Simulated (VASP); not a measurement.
# C (Fd-3m) in VASP: notebook

Runs on C. Level: PBE. Tasks: single point.

Program: VASP 6.6.1. These are calculated values, not measurements. Logs are shortened: lines on timing, memory, paths and dates and some standing lists are left out, and cuts for length are marked.

### 1 The cell of the first run

Symmetry: Fd-3m, No. 227, cubic system. Conventional cell: a = 3.572 Å, b = 3.572 Å, c = 3.572 Å, α = 90.00°, β = 90.00°, γ = 90.00°. C (site symmetry -43m) has 4 C at 1.55 Å within 2.1 Å.

### 2 Single point, PBE

Input file INCAR:

```
ALGO = Normal
EDIFF = 1E-6
ENCUT = 520
GGA = PE
ISIF = 2
ISMEAR = 0
LASPH = True
LCHARG = False
LREAL = False
LWAVE = False
NBANDS = 11
NELM = 80
PREC = Accurate
SIGMA = 0.02
```

Input file KPOINTS:

```
k-points
0
Gamma
  12 12 12
```

Input file POSCAR:

```
C
1.0
    0.0000000000      1.7857742929      1.7857742929
    1.7857742929      0.0000000000      1.7857742929
    1.7857742929      1.7857742929      0.0000000000
C
2
Direct
    0.5000000000      0.5000000000      0.5000000000
    0.7500000000      0.7500000000      0.7500000000
```

Potentials or basis: VASP PAW PBE potentials, release 64 (C).

Launch:

```
$ cat potpaw_PBE.64/C/POTCAR > POTCAR
$ mpirun -np 1 vasp_std > vasp.out
```

OUTCAR:

```text
EDIFF = 1E-6
   ENCUT = 520
   GGA = PE
   ISIF = 2
   ISMEAR = 0
   LASPH = True
   LREAL = False
   NELM = 80
   PREC = Accurate

 ion  position               nearest neighbor table
   1  0.500  0.500  0.500-   2 1.55   2 1.55   2 1.55   2 1.55
   2  0.750  0.750  0.750-   1 1.55   1 1.55   1 1.55   1 1.55

  LATTYP: Found a face centered cubic cell.
 ALAT       =     3.5715485858

  Lattice vectors:

 A1 = (   0.0000000000,   1.7857742929,   1.7857742929)
 A2 = (   1.7857742929,   0.0000000000,   1.7857742929)
 A3 = (   1.7857742929,   1.7857742929,   0.0000000000)

Analysis of symmetry for initial positions (statically):
=====================================================================
 Subroutine PRICEL returns:
 Original cell was already a primitive cell.

 Routine SETGRP: Setting up the symmetry group for a
 face centered cubic supercell.

 Subroutine GETGRP returns: Found 48 space group operations
 (whereof 24 operations were pure point group operations)
 out of a pool of 48 trial point group operations.

The static configuration has the point symmetry T_d .
 The point group associated with its full space group is O_h .

Analysis of symmetry for dynamics (positions and initial velocities):
=====================================================================
 Subroutine PRICEL returns:
 Original cell was already a primitive cell.

 Routine SETGRP: Setting up the symmetry group for a
 face centered cubic supercell.

 Subroutine GETGRP returns: Found 48 space group operations
 (whereof 24 operations were pure point group operations)
 out of a pool of 48 trial point group operations.

The dynamic configuration has the point symmetry T_d .
 The point group associated with its full space group is O_h .

 Subroutine INISYM returns: Found 48 space group operations
 (whereof 24 operations are pure point group operations),
 and found     1 'primitive' translations

----------------------------------------------------------------------------------------

                                     Primitive cell

  volume of cell :      11.3896

  direct lattice vectors                    reciprocal lattice vectors
     0.000000000  1.785774293  1.785774293    -0.279990591  0.279990591  0.279990591
     1.785774293  0.000000000  1.785774293     0.279990591 -0.279990591  0.279990591
     1.785774293  1.785774293  0.000000000     0.279990591  0.279990591 -0.279990591

  length of vectors
     2.525466224  2.525466224  2.525466224     0.484957930  0.484957930  0.484957930

  position of ions in fractional coordinates (direct lattice)
     0.500000000  0.500000000  0.500000000
     0.750000000  0.750000000  0.750000000

  ion indices of the primitive-cell ions
   primitive index   ion index
                 1           1
                 2           2

----------------------------------------------------------------------------------------

 KPOINTS: k-points

Automatic generation of k-mesh.
 Grid dimensions read from file:
 generate k-points for:   12   12   12

 Generating k-lattice:

  Cartesian coordinates                     Fractional coordinates (reciprocal lattice)
    -0.023332549  0.023332549  0.023332549     0.083333333  0.000000000  0.000000000
     0.023332549 -0.023332549  0.023332549     0.000000000  0.083333333  0.000000000
     0.023332549  0.023332549 -0.023332549     0.000000000  0.000000000  0.083333333

  Length of vectors
     0.040413161  0.040413161  0.040413161

  Shift w.r.t. Gamma in fractional coordinates (k-lattice)
     0.000000000  0.000000000  0.000000000

 Subroutine IBZKPT returns following result:
 ===========================================

 Found     72 irreducible k-points:

 Following reciprocal coordinates:
            Coordinates               Weight
  0.000000  0.000000  0.000000      1.000000
  0.083333  0.000000  0.000000      8.000000
  0.166667  0.000000  0.000000      8.000000
  0.250000  0.000000  0.000000      8.000000
  0.333333  0.000000  0.000000      8.000000
  0.416667  0.000000  0.000000      8.000000
[... 16 lines left out ...]
  0.500000  0.166667  0.000000     24.000000
 -0.416667  0.166667  0.000000     24.000000
 [... further k-points ...]
   k-points           NKPTS =     72   k-points in BZ     NKDIM =     72   number of bands    NBANDS=     11
   number of dos      NEDOS =    301   number of ions     NIONS =      2
   total plane-waves  NPLWV =   8000
   dimension x,y,z NGX =    20 NGY =   20 NGZ =   20
   dimension x,y,z NGXF=    40 NGYF=   40 NGZF=   40
   ions per type =               2
   NGX,Y,Z   is equivalent  to a cutoff of  13.17, 13.17, 13.17 a.u.
   NGXF,Y,Z  is equivalent  to a cutoff of  26.33, 26.33, 26.33 a.u.
 SYSTEM =  unknown system
   PREC   = accura    normal or accurate (medium, high low for compatibility)
   ISTART =      0    job   : 0-new  1-cont  2-samecut
   ICHARG =      2    charge: 1-file 2-atom 10-const
   ISPIN  =      1    spin polarized calculation?
   LNONCOLLINEAR =      F non collinear calculations
   LSORBIT =      F    spin-orbit coupling
   LASPH  =      T    aspherical Exc in radial PAW
   ENCUT  =  520.0 eV  38.22 Ry    6.18 a.u.   4.70  4.70  4.70*2*pi/ulx,y,z
   NELM   =     80;   NELMIN=  2; NELMDL= -5     # of ELM steps
   EDIFF  = 0.1E-05   stopping-criterion for ELM
   LREAL  =      F    real-space projection
   EDIFFG = 0.1E-04   stopping-criterion for IOM
   NSW    =      0    number of steps for IOM
   IBRION =     -1    ionic relax: 0-MD 1-quasi-New 2-CG
   NFREE  =      0    steps in history (QN), initial steepest desc. (CG)
   ISIF   =      2    stress and relaxation
   ISYM   =      2    0-nonsym 1-usesym 2-fastsym
   POTIM  = 0.5000    time-step for ionic-motion
   TEBEG  =    0.0;   TEEND  =   0.0 temperature during run
   PSTRESS=    0.0 pullay stress
   NELECT =       8.0000    total number of electrons
   NUPDOWN=      -1.0000    fix difference up-down
   EMIN   =  10.00;   EMAX   =-10.00  energy-range for DOS
   EFERMI =   0.00;   METHOD = LEGACY
   ISMEAR =     0;   SIGMA  =   0.02  broadening in eV -4-tet -1-fermi 0-gaus
   EFERMI_NEDOS =   21; number of points for ismear=-14 and -15
   IALGO  =     38    algorithm
   IMIX   =      4    mixing-type and parameters
     AMIX     =   0.40;   BMIX     =  1.00
     AMIX_MAG =   1.60;   BMIX_MAG =  1.00
  volume/ion in A,a.u.               =       5.69        38.43
  Fermi-wavevector in a.u.,A,eV,Ry     =   1.455241  2.750007 28.813417  2.117726
  Thomas-Fermi vector in A             =   2.572298
   LORBIT       =      0    0 simple, 1 ext, 2 COOP (PROOUT), +10 PAW based schemes
   GGA     = PE    functional components
   LHFCALC =     F    Hartree Fock is set to
   AEXX    =    0.0000 exact exchange contribution
   IVDW    =     0    specifies the selected vdW correction
   LEPSILON=     F    determine dielectric tensor
   LRPA    =     F    only Hartree local field effects (RPA)
 non-spin polarized calculation
 Gauss-broadening in eV      SIGMA  =   0.02
  energy-cutoff  :      520.00
  volume of cell :       11.39
 maximum number of plane-waves:       331
   NGX =  9   NGY =  9   NGZ =  9

 number of electron       7.9999999 magnetization

 Free energy of the ion-electron system (eV)
  ---------------------------------------------------
  ext. energy  EPLUGINS =         0.00000000
  ---------------------------------------------------
  free energy    TOTEN  =       -18.18576467 eV

  energy without entropy =      -18.18576467  energy(sigma->0) =      -18.18576467

 E-fermi :   9.7752     XC(G=0): -13.2306

 val. band max:        9.6715247928   @ k =   0.0000   0.0000   0.0000
 cond. band min:      13.8154951159   @ k =   0.3333   0.3333   0.0000
 fundamental gap:      4.1439703232
 Fermi energy:         9.7751915599

 k-point     1 :       0.0000    0.0000    0.0000
  band No.  band energies     occupation
      1     -11.7514      2.00000
      2       9.6715      2.00000
      3       9.6715      2.00000
      4       9.6715      2.00000
      5      15.2504      0.00000
      6      15.2504      0.00000
      7      15.2504      0.00000
      8      22.9110      0.00000
      9      28.9138      0.00000
     10      36.1618      0.00000
     11      36.1618      0.00000

 k-point     2 :       0.0833    0.0000    0.0000
  band No.  band energies     occupation
      1     -11.5596      2.00000
      2       8.4495      2.00000
      3       9.3505      2.00000
      4       9.3505      2.00000
      5      15.6714      0.00000
      6      15.6714      0.00000
      7      15.9605      0.00000
      8      23.0793      0.00000
      9      29.2339      0.00000
     10      34.0439      0.00000
     11      34.0439      0.00000

 k-point     3 :       0.1667    0.0000    0.0000
  band No.  band energies     occupation
      1     -10.9865      2.00000
      2       5.9267      2.00000
      3       8.6528      2.00000
      4       8.6528      2.00000
      5      16.5870      0.00000
      6      16.5870      0.00000
      7      17.0394      0.00000
      8      23.5632      0.00000
      9      29.9031      0.00000
     10      32.4525      0.00000
     11      32.4525      0.00000

 k-point     4 :       0.2500    0.0000    0.0000
  band No.  band energies     occupation
      1     -10.0406      2.00000
      2       3.0997      2.00000
      3       7.9329      2.00000
      4       7.9329      2.00000
      5      17.4418      0.00000
      6      17.4418      0.00000
      7      17.7796      0.00000
      8      24.2427      0.00000
      9      30.3312      0.00000
     10      32.0356      0.00000
     11      32.0356      0.00000

 k-point     5 :       0.3333    0.0000    0.0000
  band No.  band energies     occupation
      1      -8.7438      2.00000
      2       0.3291      2.00000
      3       7.3613      2.00000
      4       7.3613      2.00000
      5      17.9294      0.00000
      6      17.9294      0.00000
      7      18.1947      0.00000
      8      24.8720      0.00000
      9      30.5651      0.00000
     10      32.8606      0.00000
     11      32.8606      0.00000
[... 211 lines left out ...]
 k-point    21 :       0.3333    0.1667    0.0000
  band No.  band energies     occupation
      1      -8.9800      2.00000
      2       2.4699      2.00000
      3       5.8528      2.00000
      4       6.2551      2.00000
      5      15.6715      0.00000
      6      20.4118      0.00000
      7      20.4972      0.00000
      8      21.4203      0.00000
      9      30.5149      0.00000
     10      31.3079      0.00000
     11      36.6599      0.00000

 k-point    22 :       0.4167    0.1667    0.0000
  band No.  band energies     occupation
      1      -7.5914      2.00000
      2      -0.0740      2.00000
      3       5.4138      2.00000
      4       5.6348      2.00000
      5      16.3328      0.00000
      6      20.6327      0.00000
      7      20.7351      0.00000
      8      22.3256      0.00000
      9      30.6966      0.00000
     10      32.0566      0.00000
     11      37.0213      0.00000

 k-point    23 :       0.5000    0.1667    0.0000
  band No.  band energies     occupation
      1      -6.0170      2.00000
      2      -2.3039      2.00000
      3       4.6990      2.00000
      4       5.7214      2.00000
      5      16.7544      0.00000
      6      20.3645      0.00000
      7      20.8472      0.00000
      8      23.9190      0.00000
      9      29.7654      0.00000
     10      33.4168      0.00000
     11      36.2083      0.00000

 k-point    24 :      -0.4167    0.1667    0.0000
  band No.  band energies     occupation
      1      -5.5906      2.00000
      2      -2.8162      2.00000
      3       4.2147      2.00000
      4       6.0980      2.00000
      5      17.1903      0.00000
      6      19.8767      0.00000
      7      20.8250      0.00000
      8      25.0651      0.00000
      9      29.0745      0.00000
     10      33.8146      0.00000
     11      34.1705      0.00000

 [... further k-points ...]
[... 5 lines left out ...]
  --------------------------------------------------------------------------------------
  -------------------------------------------------------------------------------------
  Total        0.0481179      0.0481179      0.0481179      0.0000000      0.0000000     -0.0000000
  in kB        6.7687309      6.7687309      6.7687309      0.0000000      0.0000000     -0.0000000
  external PRESSURE =       6.7687309 kB  Pullay stress =       0.0000000 kB

 VOLUME and BASIS-vectors are now :
 -----------------------------------------------------------------------------
  energy-cutoff  :      520.00
  volume of cell :       11.39
      direct lattice vectors                 reciprocal lattice vectors
     0.000000000  1.785774293  1.785774293    -0.279990591  0.279990591  0.279990591
     1.785774293  0.000000000  1.785774293     0.279990591 -0.279990591  0.279990591
     1.785774293  1.785774293  0.000000000     0.279990591  0.279990591 -0.279990591

 POSITION                                       TOTAL-FORCE (eV/Angst)
 -----------------------------------------------------------------------------------
      1.78577      1.78577      1.78577         0.000000      0.000000      0.000000
      2.67866      2.67866      2.67866        -0.000000     -0.000000     -0.000000
 -----------------------------------------------------------------------------------
    total drift:                                0.000000     -0.000000      0.000000

  FREE ENERGIE OF THE ION-ELECTRON SYSTEM (eV)
  ---------------------------------------------------
  free  energy   TOTEN  =       -18.1857646746 eV

  energy  without entropy=      -18.1857646746  energy(sigma->0) =      -18.18576467
```

Run time: 8.5 s. Hardware: 1 thread of AMD EPYC 7R43 (Zen 3), shared host; peak memory 0.08 GiB.

What came out:

| Property | Result |
| --- | --- |
| Free energy | -18.1858 eV |
| Pressure | 0.7 GPa |
| Band gap on the k mesh | 4.14 eV, indirect (least direct gap 5.58 eV) |

A k mesh can miss the band edges. As with any semilocal functional, this PBE gap is likely too small.

### 3 Single point, PBE

Input file INCAR:

```
SYSTEM = C
PREC = Accurate
ENCUT = 520
EDIFF = 1E-6
ISMEAR = 0
SIGMA = 0.05
LREAL = .FALSE.
LASPH = .TRUE.
NELM = 100
ALGO = Normal
ISIF = 2
LWAVE = .FALSE.
LCHARG = .FALSE.
GGA = PE
NBANDS = 11
```

Input file KPOINTS:

```
Automatic mesh
0
G
  12 12 12
  0 0 0
```

Input file POSCAR:

```
C
1.0
    0.0000000000      1.7858429925      1.7858429925
    1.7858429925      0.0000000000      1.7858429925
    1.7858429925      1.7858429925      0.0000000000
C
2
Direct
    0.5000000000      0.5000000000      0.5000000000
    0.7500000000      0.7500000000      0.7500000000
```

Potentials or basis: VASP PAW PBE potentials, release 64 (C).

Launch:

```
$ cat potpaw_PBE.64/C/POTCAR > POTCAR
$ mpirun -np 1 vasp_std > vasp.out
```

Wall time 7.1 s (1 thread of Intel Xeon Platinum 8559C (Emerald Rapids), shared host); peak memory 0.11 GiB.

It converged, with:

```yaml
Free_energy: -18.1858 eV
Pressure: 0.6 GPa
Band_gap_on_the_k_mesh: 4.14 eV, indirect (least direct gap 5.58 eV)
```

Levels at points of the mesh, in eV from the valence-band top:
```csv
k point,band 1,band 2,band 3,band 4,band 5,band 6,band 7,band 8
"(0.00, 0.00, 0.00)",-21.42,0.00,0.00,0.00,5.58,5.58,5.58,13.24
"(0.50, 0.00, 0.00)",-15.67,-13.33,-2.79,-2.79,8.44,8.44,8.79,15.66
"(0.50, 0.50, 0.00)",-12.73,-12.73,-6.27,-6.27,4.75,4.75,16.75,16.75
```
